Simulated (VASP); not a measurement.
# NbAgSe2S2O5 (Cmcm) in VASP: single point with PBE

Aim: the single point of NbAgSe2S2O5 with PBE.

All numbers are computed with VASP 6.6.1; they aren't measurements. Logs are shortened: lines on timing, memory, paths and dates and some standing lists are left out, and cuts for length are marked.

## (1) The cell of the first run

Symmetry: Cmcm, No. 63, orthorhombic system. The conventional cell has a = 10.813 Å, b = 7.792 Å, c = 7.363 Å, α = 90.00°, β = 90.00°, γ = 90.00°. Nb (site symmetry 2/m) has 6 O at 1.94 to 2.00 Å within 2.6 Å. Within 3.2 Å of Ag (site symmetry 2/m) lie 4 S at 2.40 Å and 4 O at 2.96 Å. Within 2.5 Å of Se (site symmetry m) lie 2 O at 1.78 Å and 2 S at 2.14 to 2.44 Å. S (site symmetry m) has 2 Se at 2.14 to 2.44 Å and 2 Ag at 2.40 Å within 2.8 Å. O (site symmetry 1) has 1 Se at 1.78 Å and 1 Nb at 2.00 Å within 2.4 Å. Within 2.6 Å of O (site symmetry m2m) lie 2 Nb at 1.94 Å.

## (2) Single point, PBE

Contents of INCAR:

```
  PREC = Accurate
  ENCUT = 520
  EDIFF = 1E-7
  ISMEAR = -1
  SIGMA = 0.02
  LREAL = Auto
  LASPH = T
  NELM = 100
  ALGO = Normal
  ISIF = 2
  LWAVE = F
  LCHARG = T
  GGA = PE
  LELF = T
  LVHAR = T
  NBANDS = 95
```

Contents of KPOINTS:

```
regular mesh
0
Gamma
  4 4 3
```

Contents of POSCAR:

```
NbAgSe2S2O5
1.0
    5.4065000000     -3.8960000000      0.0000000000
    5.4065000000      3.8960000000      0.0000000000
    0.0000000000      0.0000000000      7.3630000000
Nb Ag Se S O
2 2 4 4 10
Direct
    0.0000000000      0.0000000000      0.5000000000
    0.0000000000      0.0000000000      0.0000000000
    0.5000000000      0.5000000000      0.0000000000
    0.5000000000      0.5000000000      0.5000000000
    0.5306723410      0.0368384320      0.2500000000
    0.4693276590      0.9631615680      0.7500000000
    0.0368384320      0.5306723410      0.7500000000
    0.9631615680      0.4693276590      0.2500000000
    0.3493686245      0.3662684616      0.2500000000
    0.6506313755      0.6337315384      0.7500000000
    0.3662684616      0.3493686245      0.7500000000
    0.6337315384      0.6506313755      0.2500000000
    0.6972397199      0.0403927011      0.4381319009
    0.3027602801      0.9596072989      0.9381319009
    0.0403927011      0.6972397199      0.5618680991
    0.9596072989      0.3027602801      0.0618680991
    0.3027602801      0.9596072989      0.5618680991
    0.6972397199      0.0403927011      0.0618680991
    0.9596072989      0.3027602801      0.4381319009
    0.0403927011      0.6972397199      0.9381319009
    0.9205472264      0.0794527736      0.7500000000
    0.0794527736      0.9205472264      0.2500000000
```

Potentials or basis: VASP PAW PBE potentials, release 64 (Nb_sv, Ag, Se, S, O).

Launch:

```bash
> cat potpaw_PBE.64/Nb_sv/POTCAR potpaw_PBE.64/Ag/POTCAR potpaw_PBE.64/Se/POTCAR potpaw_PBE.64/S/POTCAR potpaw_PBE.64/O/POTCAR > POTCAR
> mpirun -np 1 vasp_std > vasp.out
```

OUTCAR:

```text
PREC = Accurate
   ENCUT = 520
   EDIFF = 1E-7
   ISMEAR = -1
   LREAL = Auto
   LASPH = T
   NELM = 100
   ISIF = 2
   GGA = PE

 ion  position               nearest neighbor table
   1  0.000  0.000  0.500-  21 1.94  22 1.94  17 2.00  19 2.00  13 2.00  15 2.00
   2  0.000  0.000  0.000-  21 1.94  22 1.94  14 2.00  16 2.00  18 2.00  20 2.00
   3  0.500  0.500  0.000-   9 2.40  10 2.40  11 2.40  12 2.40
   4  0.500  0.500  0.500-   9 2.40  10 2.40  11 2.40  12 2.40
   5  0.531  0.037  0.250-  13 1.78  18 1.78   9 2.14  12 2.44
   6  0.469  0.963  0.750-  14 1.78  17 1.78  10 2.14  11 2.44
   7  0.037  0.531  0.750-  15 1.78  20 1.78  11 2.14  10 2.44
   8  0.963  0.469  0.250-  16 1.78  19 1.78  12 2.14   9 2.44
   9  0.349  0.366  0.250-   5 2.14   4 2.40   3 2.40   8 2.44
  10  0.651  0.634  0.750-   6 2.14   4 2.40   3 2.40   7 2.44
  11  0.366  0.349  0.750-   7 2.14   4 2.40   3 2.40   6 2.44
  12  0.634  0.651  0.250-   8 2.14   4 2.40   3 2.40   5 2.44
  13  0.697  0.040  0.438-   5 1.78   1 2.00
  14  0.303  0.960  0.938-   6 1.78   2 2.00
  15  0.040  0.697  0.562-   7 1.78   1 2.00
  16  0.960  0.303  0.062-   8 1.78   2 2.00
  17  0.303  0.960  0.562-   6 1.78   1 2.00
  18  0.697  0.040  0.062-   5 1.78   2 2.00
  19  0.960  0.303  0.438-   8 1.78   1 2.00
  20  0.040  0.697  0.938-   7 1.78   2 2.00
  21  0.921  0.079  0.750-   1 1.94   2 1.94
  22  0.079  0.921  0.250-   1 1.94   2 1.94

  LATTYP: Found a base centered orthorhombic cell.
 ALAT       =     7.7920000000
 B/A-ratio  =     1.3877053388
 C/A-ratio  =     0.9449435318

  Lattice vectors:

 A1 = (  -5.4065000000,  -3.8960000000,   0.0000000000)
 A2 = (   5.4065000000,  -3.8960000000,   0.0000000000)
 A3 = (   0.0000000000,   0.0000000000,   7.3630000000)

Analysis of symmetry for initial positions (statically):
=====================================================================
 Subroutine PRICEL returns:
 Original cell was already a primitive cell.

 Routine SETGRP: Setting up the symmetry group for a
 base centered orthorhombic supercell.

 Subroutine GETGRP returns: Found  8 space group operations
 (whereof  4 operations were pure point group operations)
 out of a pool of  8 trial point group operations.

The static configuration has the point symmetry C_2h.
 The point group associated with its full space group is D_2h.

Analysis of symmetry for dynamics (positions and initial velocities):
=====================================================================
 Subroutine PRICEL returns:
 Original cell was already a primitive cell.

 Routine SETGRP: Setting up the symmetry group for a
 base centered orthorhombic supercell.

 Subroutine GETGRP returns: Found  8 space group operations
 (whereof  4 operations were pure point group operations)
 out of a pool of  8 trial point group operations.

The dynamic configuration has the point symmetry C_2h.
 The point group associated with its full space group is D_2h.

 Subroutine INISYM returns: Found  8 space group operations
 (whereof  4 operations are pure point group operations),
 and found     1 'primitive' translations

----------------------------------------------------------------------------------------

                                     Primitive cell

  volume of cell :     310.1844

  direct lattice vectors                    reciprocal lattice vectors
     5.406500000 -3.896000000  0.000000000     0.092481273 -0.128336756  0.000000000
     5.406500000  3.896000000  0.000000000     0.092481273  0.128336756  0.000000000
     0.000000000  0.000000000  7.363000000     0.000000000  0.000000000  0.135814206

  length of vectors
     6.664012174  6.664012174  7.363000000     0.158186942  0.158186942  0.135814206

  position of ions in fractional coordinates (direct lattice)
     0.000000000  0.000000000  0.500000000
     0.000000000  0.000000000  0.000000000
     0.500000000  0.500000000  0.000000000
     0.500000000  0.500000000  0.500000000
     0.530672341  0.036838432  0.250000000
     0.469327659  0.963161568  0.750000000
[... 14 lines left out ...]
     0.920547226  0.079452774  0.750000000
     0.079452774  0.920547226  0.250000000

  ion indices of the primitive-cell ions
   primitive index   ion index
                 1           1
                 2           2
                 3           3
                 4           4
                 5           5
                 6           6
[... 14 lines left out ...]
                21          21
                22          22

----------------------------------------------------------------------------------------

 KPOINTS: regular mesh

Automatic generation of k-mesh.
 Grid dimensions read from file:
 generate k-points for:    4    4    3

 Generating k-lattice:

  Cartesian coordinates                     Fractional coordinates (reciprocal lattice)
     0.023120318 -0.032084189  0.000000000     0.250000000  0.000000000  0.000000000
     0.023120318  0.032084189  0.000000000     0.000000000  0.250000000  0.000000000
     0.000000000  0.000000000  0.045271402     0.000000000  0.000000000  0.333333333

  Length of vectors
     0.039546736  0.039546736  0.045271402

  Shift w.r.t. Gamma in fractional coordinates (k-lattice)
     0.000000000  0.000000000  0.000000000

 Subroutine IBZKPT returns following result:
 ===========================================

 Found     14 irreducible k-points:

 Following reciprocal coordinates:
            Coordinates               Weight
  0.000000  0.000000  0.000000      1.000000
  0.250000  0.000000  0.000000      4.000000
  0.500000  0.000000  0.000000      2.000000
  0.250000  0.250000  0.000000      2.000000
  0.500000  0.250000  0.000000      4.000000
 -0.250000  0.250000  0.000000      2.000000
  0.500000  0.500000  0.000000      1.000000
  0.000000  0.000000  0.333333      2.000000
  0.250000  0.000000  0.333333      8.000000
  0.500000  0.000000  0.333333      4.000000
  0.250000  0.250000  0.333333      4.000000
  0.500000  0.250000  0.333333      8.000000
 -0.250000  0.250000  0.333333      4.000000
  0.500000  0.500000  0.333333      2.000000
   k-points           NKPTS =     14   k-points in BZ     NKDIM =     14   number of bands    NBANDS=     95
   number of dos      NEDOS =    301   number of ions     NIONS =     22
   total plane-waves  NPLWV = 140000
   dimension x,y,z NGX =    50 NGY =   50 NGZ =   56
   dimension x,y,z NGXF=   100 NGYF=  100 NGZF=  112
   ions per type =               2   2   4   4  10
   NGX,Y,Z   is equivalent  to a cutoff of  12.47, 12.47, 12.64 a.u.
   NGXF,Y,Z  is equivalent  to a cutoff of  24.95, 24.95, 25.29 a.u.
 SYSTEM =  unknown system
   PREC   = accura    normal or accurate (medium, high low for compatibility)
   ISTART =      0    job   : 0-new  1-cont  2-samecut
   ICHARG =      2    charge: 1-file 2-atom 10-const
   ISPIN  =      1    spin polarized calculation?
   LNONCOLLINEAR =      F non collinear calculations
   LSORBIT =      F    spin-orbit coupling
   LASPH  =      T    aspherical Exc in radial PAW
   ENCUT  =  520.0 eV  38.22 Ry    6.18 a.u.  12.39 12.39 13.69*2*pi/ulx,y,z
   NELM   =    100;   NELMIN=  2; NELMDL= -5     # of ELM steps
   EDIFF  = 0.1E-06   stopping-criterion for ELM
   LREAL  =      T    real-space projection
   EDIFFG = 0.1E-05   stopping-criterion for IOM
   NSW    =      0    number of steps for IOM
   IBRION =     -1    ionic relax: 0-MD 1-quasi-New 2-CG
   NFREE  =      0    steps in history (QN), initial steepest desc. (CG)
   ISIF   =      2    stress and relaxation
   ISYM   =      2    0-nonsym 1-usesym 2-fastsym
   POTIM  = 0.5000    time-step for ionic-motion
   TEBEG  =    0.0;   TEEND  =   0.0 temperature during run
   PSTRESS=    0.0 pullay stress
   NELECT =     156.0000    total number of electrons
   NUPDOWN=      -1.0000    fix difference up-down
   EMIN   =  10.00;   EMAX   =-10.00  energy-range for DOS
   EFERMI =   0.00;   METHOD = LEGACY
   ISMEAR =    -1;   SIGMA  =   0.02  broadening in eV -4-tet -1-fermi 0-gaus
   EFERMI_NEDOS =   21; number of points for ismear=-14 and -15
   IALGO  =     38    algorithm
   IMIX   =      4    mixing-type and parameters
     AMIX     =   0.40;   BMIX     =  1.00
     AMIX_MAG =   1.60;   BMIX_MAG =  1.00
  volume/ion in A,a.u.               =      14.10        95.15
  Fermi-wavevector in a.u.,A,eV,Ry     =   1.301896  2.460227 23.060975  1.694934
  Thomas-Fermi vector in A             =   2.433000
   LORBIT       =      0    0 simple, 1 ext, 2 COOP (PROOUT), +10 PAW based schemes
   GGA     = PE    functional components
   LHFCALC =     F    Hartree Fock is set to
   AEXX    =    0.0000 exact exchange contribution
   IVDW    =     0    specifies the selected vdW correction
   LEPSILON=     F    determine dielectric tensor
   LRPA    =     F    only Hartree local field effects (RPA)
 non-spin polarized calculation
  energy-cutoff  :      520.00
  volume of cell :      310.18
 maximum number of plane-waves:      8389
 NGX is ok and might be reduce to    50
   NGX = 25   NGY = 25   NGZ = 27

 number of electron     155.9999998 magnetization

 Free energy of the ion-electron system (eV)
  ---------------------------------------------------
  ext. energy  EPLUGINS =         0.00000000
  ---------------------------------------------------
  free energy    TOTEN  =      -124.03794200 eV

  energy without entropy =     -124.03764076  energy(sigma->0) =     -124.03779138

 E-fermi :   6.6890     XC(G=0): -10.6452

 val. band max:        6.6217067050   @ k =   0.5000   0.5000   0.0000
 cond. band min:       6.7748891171   @ k =   0.5000   0.5000   0.0000
 fundamental gap:      0.1531824121
 Fermi energy:         6.6889817515

 k-point     1 :       0.0000    0.0000    0.0000
  band No.  band energies     occupation
      1     -50.7163      2.00000
      2     -50.7090      2.00000
      3     -27.0282      2.00000
      4     -26.8976      2.00000
      5     -26.8855      2.00000
      6     -26.8615      2.00000
[... 82 lines left out ...]
     89       8.9291      0.00000
     90       9.4203      0.00000

 k-point     2 :       0.2500    0.0000    0.0000
  band No.  band energies     occupation
      1     -50.7163      2.00000
      2     -50.7090      2.00000
      3     -27.0281      2.00000
      4     -26.8976      2.00000
      5     -26.8855      2.00000
      6     -26.8616      2.00000
[... 1115 lines left out ...]
      6     -26.8587      2.00000
[... 82 lines left out ...]
     89       9.1126      0.00000
     90       9.2361      0.00000
 [bands above 90 left out]

------------------------ aborting loop because EDIFF is reached ----------------------------------------

  FORCE on cell =-STRESS in cart. coord.  units (eV):
  Direction    XX          YY          ZZ          XY          YZ          ZX
  --------------------------------------------------------------------------------------
  -------------------------------------------------------------------------------------
  Total       30.2089345     36.7857931     22.6227113      0.0000000      0.0000000      0.0000000
  in kB      156.0364417    190.0075049    116.8517669      0.0000000      0.0000000      0.0000000
  external PRESSURE =     154.2985711 kB  Pullay stress =       0.0000000 kB

 VOLUME and BASIS-vectors are now :
 -----------------------------------------------------------------------------
  energy-cutoff  :      520.00
  volume of cell :      310.18
      direct lattice vectors                 reciprocal lattice vectors
     5.406500000 -3.896000000  0.000000000     0.092481273 -0.128336756  0.000000000
     5.406500000  3.896000000  0.000000000     0.092481273  0.128336756  0.000000000
     0.000000000  0.000000000  7.363000000     0.000000000  0.000000000  0.135814206

 POSITION                                       TOTAL-FORCE (eV/Angst)
 -----------------------------------------------------------------------------------
      0.00000      0.00000      3.68150        -0.000000      0.000000     -0.000000
      0.00000      0.00000      0.00000        -0.000000      0.000000     -0.000000
      5.40650      0.00000      0.00000        -0.000000      0.000000     -0.000000
      5.40650      0.00000      3.68150        -0.000000      0.000000     -0.000000
      3.06825     -1.92398      1.84075        -0.111328      0.141223     -0.000000
      7.74475      1.92398      5.52225         0.111328     -0.141223     -0.000000
[... 14 lines left out ...]
      5.40650     -3.27690      5.52225        -0.000000     -0.018276     -0.000000
      5.40650      3.27690      1.84075        -0.000000      0.018276     -0.000000
 -----------------------------------------------------------------------------------
    total drift:                                0.000000      0.000000     -0.000000

  FREE ENERGIE OF THE ION-ELECTRON SYSTEM (eV)
  ---------------------------------------------------
  free  energy   TOTEN  =      -124.0379419984 eV

  energy  without entropy=     -124.0376407611  energy(sigma->0) =     -124.03779138
```

Run time: 15 min. Hardware: 1 thread of Intel Xeon Platinum 8375C at 2.90GHz (Ice Lake), shared host; peak memory 0.53 GiB.

What came out:

* Free energy: -124.0379 eV
* Pressure: 15.4 GPa
* Largest force: 0.180 eV/Å
* Band gap on the k mesh: 0.15 eV

Forces in eV/Å, atoms in the order of the input:
```
Nb   0.000  0.000  0.000
Nb   0.000  0.000  0.000
Ag   0.000  0.000  0.000
Ag   0.000  0.000  0.000
Se  -0.111  0.141  0.000
Se   0.111 -0.141  0.000
Se  -0.111 -0.141  0.000
Se   0.111  0.141  0.000
S   -0.022 -0.018  0.000
S    0.022  0.018  0.000
S   -0.022  0.018  0.000
S    0.022 -0.018  0.000
O    0.071 -0.071  0.106
O   -0.071  0.071  0.106
O    0.071  0.071 -0.106
O   -0.071 -0.071 -0.106
O   -0.071  0.071 -0.106
O    0.071 -0.071 -0.106
O   -0.071 -0.071  0.106
O    0.071  0.071  0.106
O    0.000 -0.018  0.000
O    0.000  0.018  0.000
```

Caveat: the stress differs along the axes, from 12 to 19 GPa; semilocal functionals underestimate gaps, and a narrow one can read as zero. A k mesh can miss the band edges.
